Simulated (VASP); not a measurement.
## Y: single point with LDA

Y:

```
Y
1.0
     3.64257    0.00000    0.00000
    -1.82128    3.15456    0.00000
     0.00000    0.00000    5.87916
Y
2
Cartesian
  0.0000 2.1030 1.4698
  1.8213 1.0515 4.4094
```

```yaml
Program: VASP 6.6.1
Task: single point
Functional: LDA
Potentials_or_basis: VASP PAW LDA potentials, release 64 (Y_sv)
Cutoff: 520 eV
k_mesh: 6 × 6 × 4
Occupations: gaussian, width 0.1 eV
Spin: no spin polarisation
Dipole_correction: no
Further_INCAR_settings: ALGO = Normal; EDIFF = 1e-06; NBANDS = 18
```

| Item | Value |
| --- | --- |
| Pressure | -4.5 GPa |
| Band gap on the k mesh | zero (band 11 reaches 3.50 eV, above the bottom of band 12 at 2.31 eV) |

Stress tensor (GPa, compression positive):
```
-3.74  0.00  0.00
 0.00 -3.74  0.00
 0.00  0.00 -6.13
```

Levels at points of the mesh, in eV from the Fermi level:
| k point | band 9 | band 10 | band 11 | band 12 | band 13 | band 14 |
| --- | --- | --- | --- | --- | --- | --- |
| (0.00, 0.00, 0.00) | -4.69 | -1.95 | 0.66 | 1.64 | 1.64 | 1.70 |
| (0.50, 0.00, 0.00) | -1.70 | -1.21 | -0.87 | -0.08 | 1.18 | 1.47 |
| (0.00, 0.00, 0.50) | -3.34 | -3.34 | 0.75 | 0.75 | 1.60 | 1.60 |
| (0.50, 0.00, 0.50) | -1.68 | -1.68 | -0.04 | -0.04 | 1.29 | 1.29 |

It took 11 s on 1 thread of Intel(R) Xeon(R) 6975P-C (Granite Rapids), on a shared host, peak memory 0.17 GiB.
